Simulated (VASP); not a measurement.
# CdS (Hawleyite) (F-43m) in VASP: further runs, part 2 of 2

VASP 6.6.1. Earlier steps stand in the parts before.

## Step 3: Single point, PBEsol, non-collinear spin, zero start, spin-orbit coupling

INCAR

```
ALGO = Normal ; EDIFF = 1E-6
ENCUT = 520 ; GGA = PS
GGA_COMPAT = F ; ISIF = 2
ISMEAR = 0 ; LASPH = T
LCHARG = F ; LNONCOLLINEAR = T
LORBIT = 11 ; LORBMOM = T
LREAL = F ; LSORBIT = T
LWAVE = F ; MAGMOM = 0 0 0 0 0 0
NBANDS = 30 ; NELM = 150
PREC = Accurate ; SIGMA = 0.01
```

KPOINTS

```
k-points
0
Gamma
  6 6 6
```

POSCAR

```
CdS
1.0
    0.0000000000      2.9165000000      2.9165000000
    2.9165000000      0.0000000000      2.9165000000
    2.9165000000      2.9165000000      0.0000000000
Cd S
1 1
Direct
    0.0000000000      0.0000000000      0.0000000000
    0.2500000000      0.2500000000      0.2500000000
```

Potentials or basis: VASP PAW PBE potentials, release 64 (Cd, S).

Started as:

```sh
$ cat potpaw_PBE.64/Cd/POTCAR potpaw_PBE.64/S/POTCAR > POTCAR
$ mpirun -np 1 vasp_ncl > vasp.out
```

OUTCAR:

```text
EDIFF = 1E-6
   ENCUT = 520
   GGA = PS
   ISIF = 2
   ISMEAR = 0
   LASPH = T
   LNONCOLLINEAR = T
   LORBIT = 11
   LREAL = F
   LSORBIT = T
   NELM = 150
   PREC = Accurate

 ion  position               nearest neighbor table
   1  0.000  0.000  0.000-   2 2.53   2 2.53   2 2.53   2 2.53
   2  0.250  0.250  0.250-   1 2.53   1 2.53   1 2.53   1 2.53

  LATTYP: Found a face centered cubic cell.
 ALAT       =     5.8330000000

  Lattice vectors:

 A1 = (   0.0000000000,   2.9165000000,   2.9165000000)
 A2 = (   2.9165000000,   0.0000000000,   2.9165000000)
 A3 = (   2.9165000000,   2.9165000000,   0.0000000000)

Analysis of symmetry for initial positions (statically):
=====================================================================
 Subroutine PRICEL returns:
 Original cell was already a primitive cell.

 Routine SETGRP: Setting up the symmetry group for a
 face centered cubic supercell.

 Subroutine GETGRP returns: Found 24 space group operations
 (whereof 24 operations were pure point group operations)
 out of a pool of 48 trial point group operations.

The static configuration has the point symmetry T_d .

Analysis of symmetry for dynamics (positions and initial velocities):
=====================================================================
 Subroutine PRICEL returns:
 Original cell was already a primitive cell.

 Routine SETGRP: Setting up the symmetry group for a
 face centered cubic supercell.

 Subroutine GETGRP returns: Found 24 space group operations
 (whereof 24 operations were pure point group operations)
 out of a pool of 48 trial point group operations.

The dynamic configuration has the point symmetry T_d .

Analysis of structural, dynamic, and magnetic symmetry:
=====================================================================
 Subroutine PRICEL returns:
 Original cell was already a primitive cell.

 Routine SETGRP: Setting up the symmetry group for a
 face centered cubic supercell.

 Subroutine GETGRP returns: Found 24 space group operations
 (whereof 24 operations were pure point group operations)
 out of a pool of 48 trial point group operations.

The overall configuration has the point symmetry T_d .

 Subroutine INISYM returns: Found 24 space group operations
 (whereof 24 operations are pure point group operations),
 and found     1 'primitive' translations

----------------------------------------------------------------------------------------

                                     Primitive cell

  volume of cell :      49.6153

  direct lattice vectors                    reciprocal lattice vectors
     0.000000000  2.916500000  2.916500000    -0.171438368  0.171438368  0.171438368
     2.916500000  0.000000000  2.916500000     0.171438368 -0.171438368  0.171438368
     2.916500000  2.916500000  0.000000000     0.171438368  0.171438368 -0.171438368

  length of vectors
     4.124553855  4.124553855  4.124553855     0.296939964  0.296939964  0.296939964

[... 863 lines left out ...]

  FORCE on cell =-STRESS in cart. coord.  units (eV):
  Direction    XX          YY          ZZ          XY          YZ          ZX
  --------------------------------------------------------------------------------------
  -------------------------------------------------------------------------------------
  Total        0.0263783      0.0263783      0.0263783      0.0000000      0.0000000      0.0000000
  in kB        0.8518089      0.8518089      0.8518089      0.0000000      0.0000000      0.0000000
  external PRESSURE =       0.8518089 kB  Pullay stress =       0.0000000 kB

 VOLUME and BASIS-vectors are now :
 -----------------------------------------------------------------------------
  energy-cutoff  :      520.00
  volume of cell :       49.62
      direct lattice vectors                 reciprocal lattice vectors
     0.000000000  2.916500000  2.916500000    -0.171438368  0.171438368  0.171438368
     2.916500000  0.000000000  2.916500000     0.171438368 -0.171438368  0.171438368
     2.916500000  2.916500000  0.000000000     0.171438368  0.171438368 -0.171438368

 POSITION                                       TOTAL-FORCE (eV/Angst)
 -----------------------------------------------------------------------------------
      0.00000      0.00000      0.00000         0.000000      0.000000      0.000000
      1.45825      1.45825      1.45825        -0.000000     -0.000000     -0.000000
 -----------------------------------------------------------------------------------
    total drift:                                0.000000      0.000000      0.000000

  FREE ENERGIE OF THE ION-ELECTRON SYSTEM (eV)
  ---------------------------------------------------
  free  energy   TOTEN  =        -6.8407263672 eV

  energy  without entropy=       -6.8407263672  energy(sigma->0) =       -6.84072637

 orbital moment (x)

 # of ion     p       d       tot
 ----------------------------------------
  1         0.000   0.000   0.000
  2         0.000   0.000   0.000
 ----------------------------------------
            0.000   0.000   0.000

 orbital moment (y)

 # of ion     p       d       tot
 ----------------------------------------
  1         0.000  -0.000  -0.000
  2        -0.000   0.000  -0.000
 ----------------------------------------
            0.000  -0.000  -0.000

 orbital moment (z)

 # of ion     p       d       tot
 ----------------------------------------
  1         0.000   0.000   0.000
  2         0.000   0.000   0.000
 ----------------------------------------
            0.000   0.000   0.000

 Spin-Orbit-Coupling matrix elements

 Ion:    1  E_soc:     -0.0575766
 l=   1
     0.0000000    -0.0025382    -0.0025382
    -0.0025382     0.0000000    -0.0025382
    -0.0025382    -0.0025382     0.0000000
 l=   2
     0.0000000    -0.0014405     0.0000000    -0.0014405    -0.0056174
    -0.0014405     0.0000000    -0.0042130    -0.0014405    -0.0014043
     0.0000000    -0.0042130     0.0000000    -0.0042130     0.0000000
    -0.0014405    -0.0014405    -0.0042130     0.0000000    -0.0014043
    -0.0056174    -0.0014043     0.0000000    -0.0014043     0.0000000
 l=   3
     0.0000000     0.0000000     0.0000000     0.0000000     0.0000000     0.0000000     0.0000000
     0.0000000     0.0000000     0.0000000     0.0000000     0.0000000     0.0000000     0.0000000
     0.0000000     0.0000000     0.0000000     0.0000000     0.0000000     0.0000000     0.0000000
     0.0000000     0.0000000     0.0000000     0.0000000     0.0000000     0.0000000     0.0000000
     0.0000000     0.0000000     0.0000000     0.0000000     0.0000000     0.0000000     0.0000000
     0.0000000     0.0000000     0.0000000     0.0000000     0.0000000     0.0000000     0.0000000
     0.0000000     0.0000000     0.0000000     0.0000000     0.0000000     0.0000000     0.0000000

 Ion:    2  E_soc:     -0.0021303
 l=   1
     0.0000000    -0.0003550    -0.0003550
    -0.0003550     0.0000000    -0.0003550
    -0.0003550    -0.0003550     0.0000000
 l=   2
     0.0000000     0.0000000     0.0000000     0.0000000     0.0000000
     0.0000000     0.0000000     0.0000000     0.0000000     0.0000000
     0.0000000     0.0000000     0.0000000     0.0000000     0.0000000
     0.0000000     0.0000000     0.0000000     0.0000000     0.0000000
     0.0000000     0.0000000     0.0000000     0.0000000     0.0000000
 l=   3
     0.0000000     0.0000000     0.0000000     0.0000000     0.0000000     0.0000000     0.0000000
     0.0000000     0.0000000     0.0000000     0.0000000     0.0000000     0.0000000     0.0000000
     0.0000000     0.0000000     0.0000000     0.0000000     0.0000000     0.0000000     0.0000000
     0.0000000     0.0000000     0.0000000     0.0000000     0.0000000     0.0000000     0.0000000
     0.0000000     0.0000000     0.0000000     0.0000000     0.0000000     0.0000000     0.0000000
     0.0000000     0.0000000     0.0000000     0.0000000     0.0000000     0.0000000     0.0000000
     0.0000000     0.0000000     0.0000000     0.0000000     0.0000000     0.0000000     0.0000000

 total charge

# of ion       s       p       d       tot
------------------------------------------
    1        0.431   0.333   9.560  10.324
    2        1.317   2.375   0.000   3.692
--------------------------------------------------
tot          1.748   2.708   9.560  14.016

 magnetization (x)

# of ion       s       p       d       tot
------------------------------------------
    1       -0.000   0.000  -0.000  -0.000
    2       -0.000   0.000   0.000   0.000
--------------------------------------------------
tot         -0.000   0.000  -0.000   0.000

 magnetization (y)

# of ion       s       p       d       tot
------------------------------------------
    1        0.000   0.000   0.000   0.000
    2        0.000  -0.000   0.000  -0.000
--------------------------------------------------
tot          0.000  -0.000   0.000  -0.000

 magnetization (z)

# of ion       s       p       d       tot
------------------------------------------
    1       -0.000  -0.000  -0.000  -0.000
    2        0.000  -0.000   0.000  -0.000
--------------------------------------------------
tot         -0.000  -0.000  -0.000  -0.000
```

OSZICAR:

```text
N       E                     dE             d eps       ncg     rms          rms(c)
DAV:   1     0.126024972734E+03    0.12602E+03   -0.86165E+03  1328   0.110E+03
DAV:   2    -0.479806856633E+00   -0.12650E+03   -0.12057E+03  1460   0.289E+02
DAV:   3    -0.727774701669E+01   -0.67979E+01   -0.67486E+01  1562   0.684E+01
DAV:   4    -0.734009527366E+01   -0.62348E-01   -0.62320E-01  1458   0.636E+00
DAV:   5    -0.734099930396E+01   -0.90403E-03   -0.90401E-03  1646   0.748E-01    0.793E+00
DAV:   6    -0.685781851594E+01    0.48318E+00   -0.69462E-01  1754   0.131E+01    0.625E+00
DAV:   7    -0.684391229350E+01    0.13906E-01   -0.25005E-01  1518   0.362E+00    0.309E+00
DAV:   8    -0.684166442477E+01    0.22479E-02   -0.28619E-02  1502   0.225E+00    0.394E-01
DAV:   9    -0.684057542066E+01    0.10890E-02   -0.35472E-03  1516   0.102E+00    0.205E-01
DAV:  10    -0.684068728791E+01   -0.11187E-03   -0.61420E-04  1536   0.190E-01    0.673E-02
DAV:  11    -0.684072182955E+01   -0.34542E-04   -0.21807E-04  1578   0.209E-01    0.416E-02
DAV:  12    -0.684072605114E+01   -0.42216E-05   -0.47654E-05  1452   0.831E-02    0.104E-02
DAV:  13    -0.684072636717E+01   -0.31604E-06   -0.39348E-06  1512   0.146E-02
   1 F= -.68407264E+01 E0= -.68407264E+01  d E =-.740607E-64  mag=    -0.0000    -0.0000     0.0000
```

stdout:

```text
POSCAR found type information on POSCAR CdS
 POSCAR found :  2 types and       2 ions
 scaLAPACK will be used
 -----------------------------------------------------------------------------
|                                                                             |
|                                                                             |
|     You enforced a specific xc type in the INCAR file but a different       |
|     I HOPE YOU KNOW WHAT YOU ARE DOING!                                     |
|                                                                             |
 -----------------------------------------------------------------------------

 LDA part: xc-table for (Slater+PW92), standard interpolation
 POSCAR, INCAR and KPOINTS ok, starting setup
 FFT: planning ... GRIDC
 FFT: planning ... GRID_SOFT
 FFT: planning ... GRID
 WAVECAR not read
 entering main loop
```

Run time: 93 s. Hardware: 1 thread of Intel Xeon 8259CL, shared host; peak memory 0.33 GiB.

Results:

```yaml
Free_energy: -6.8407 eV
Pressure: 0.1 GPa
Net_moment: 0.00 μB per cell
Valence_electrons_inside_the_program's_atomic_spheres: Cd 10.32; S 3.69
```

Moments on the atoms (μB; x, y, z):
```
Cd  0.00 0.00 0.00
S   0.00 0.00 0.00
```

Caveat: the PAW data sets were made with another functional, which shifts forces and pressure a little.
